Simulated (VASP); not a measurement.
## TiPdRh3: single point with PBE

The system is TiPdRh3.

```
CELL_PARAMETERS angstrom
4.67845 0.00000 0.00000
0.00000 4.67845 0.00000
0.00000 0.00000 4.67845
ATOMIC_POSITIONS crystal
Ti 0.00000 0.00000 0.00000
Pd 0.50000 0.50000 0.50000
Rh 0.00000 0.50000 0.50000
Rh 0.50000 0.00000 0.50000
Rh 0.50000 0.50000 0.00000
```

```
Program             : VASP 6.6.1
Task                : single point
Functional          : PBE
Potentials or basis : VASP PAW PBE potentials, release 64 (Ti_sv, Pd, Rh_pv)
Cutoff              : 500 eV
k mesh              : 8 × 8 × 8
Occupations         : gaussian, width 0.1 eV
Spin                : collinear spin, ferromagnetic start
Starting moments    : [0.5, 0.54, 0.35, 0.35, 0.35] μB
```

| Property | Result |
| --- | --- |
| Pressure | -1.2 GPa |
| Net moment | 0.01 μB per cell |
| Valence electrons inside the program's atomic spheres | Ti 9.82; Pd 10.10; Rh 13.68 |

Levels at points of the mesh, in eV from the Fermi level:
Spin up:
```csv
k point,band 30,band 31,band 32,band 33,band 34,band 35,band 36,band 37,band 38,band 39
"(0.00, 0.00, 0.00)",0.20,0.20,0.20,0.47,0.47,1.10,1.10,1.10,1.52,1.52
"(0.50, 0.00, 0.00)",-0.68,-0.32,-0.01,-0.01,0.18,0.18,0.22,0.53,0.58,1.05
"(0.50, 0.50, 0.00)",-0.87,-0.79,-0.66,-0.49,-0.18,-0.18,0.41,0.41,0.51,0.65
"(0.50, 0.50, 0.50)",-0.97,-0.97,-0.28,-0.28,-0.28,0.40,0.40,0.40,0.90,0.90
```
Spin down:
```csv
k point,band 32,band 33,band 34,band 35,band 36,band 37
"(0.00, 0.00, 0.00)",0.20,0.47,0.47,1.10,1.10,1.10
"(0.50, 0.00, 0.00)",-0.01,-0.01,0.18,0.18,0.22,0.53
"(0.50, 0.50, 0.00)",-0.66,-0.49,-0.18,-0.18,0.41,0.41
"(0.50, 0.50, 0.50)",-0.28,-0.28,-0.28,0.40,0.40,0.40
```

It took 5.7 min on 1 thread of Intel(R) Xeon(R) Platinum 8375C CPU @ 2.90GHz (Ice Lake), on a shared host, peak memory 0.4 GiB.
